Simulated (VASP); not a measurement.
Crystal: NaI.

```
Na I
1.0
     2.32827   -6.14318    0.00000
     2.32827    6.14318    0.00000
     0.00000    0.00000    4.62508
Na I
2 2
Direct
  0.85400 0.14600 0.75000
  0.14600 0.85400 0.25000
  0.55000 0.45000 0.75000
  0.45000 0.55000 0.25000
```

| Quantity | Value |
| --- | --- |
| Program | VASP 6.6.1 |
| Task | relaxation of cell and atoms |
| Functional | PBE |
| Potentials or basis | VASP PAW PBE potentials, release 64 (Na_pv, I) |
| Cutoff | 600 eV |
| k mesh | 4 × 4 × 4 |
| Occupations | gaussian, width 0.1 eV |
| Spin | no spin polarisation |

At the start: pressure 13.6 GPa; volume 33.08 Å³/atom.

Problem. How do energy, volume and symmetry change on relaxing?

Solution. Over 27 steps the energy falls by 1599.8 meV/atom and the volume is 38.80 Å³/atom (+17.3 %); space group Cmcm (No. 63, to 0.1 Å) before and after.

The path:
```tsv
step	energy change (eV)	largest force (eV/Å)	pressure (GPa)	volume (Å³)
1	0.0000	7.3881	13.58	132.31
2	-5.0020	1.0309	-1.84	189.34
3	-4.9971	1.0892	-1.75	187.44
4	-5.2828	1.0474	-1.52	174.94
5	-5.7691	0.6001	0.85	140.35
6	-5.8760	0.3853	0.38	142.63
7	-5.9728	0.3539	-0.29	147.45
8	-6.0785	0.2041	-0.47	145.84
9	-6.2100	0.0182	-0.53	142.22
10	-6.0894	0.3545	0.45	132.18
11	-6.2351	0.1193	-0.40	139.98
12	-6.2552	0.1143	0.37	133.59
13	-6.2553	0.1149	0.34	133.75
14	-6.2728	0.1343	0.29	135.30
15	-6.2928	0.1579	0.46	139.18
16	-6.3067	0.1669	0.07	143.51
17	-6.3113	0.1717	-0.21	147.18
18	-6.3216	0.1654	-0.18	146.90
19	-6.3490	0.1393	-0.07	146.04
20	-6.3676	0.0995	0.37	144.31
21	-6.3695	0.0584	0.19	144.87
22	-6.3700	0.0502	0.25	144.71
23	-6.3792	0.0441	0.08	147.77
24	-6.3856	0.0261	-0.17	153.15
25	-6.3949	0.0100	-0.07	153.92
26	-6.3979	0.0277	0.04	154.56
27	-6.3991	0.0309	0.01	155.20
```

Final structure:
```yaml
crystal:
  lattice:
    - [2.22787, -7.62769, 0.00000]
    - [2.22787, 7.62769, 0.00000]
    - [0.00000, 0.00000, 4.56648]
  atoms:
    - { symbol: Na, position: [0.84310, 0.15690, 0.75000] }
    - { symbol: Na, position: [0.15690, 0.84310, 0.25000] }
    - { symbol: I, position: [0.63371, 0.36629, 0.75000] }
    - { symbol: I, position: [0.36629, 0.63371, 0.25000] }
```

Caveat: the volume moved by over 15 % at a fixed basis, so the end points are rough.
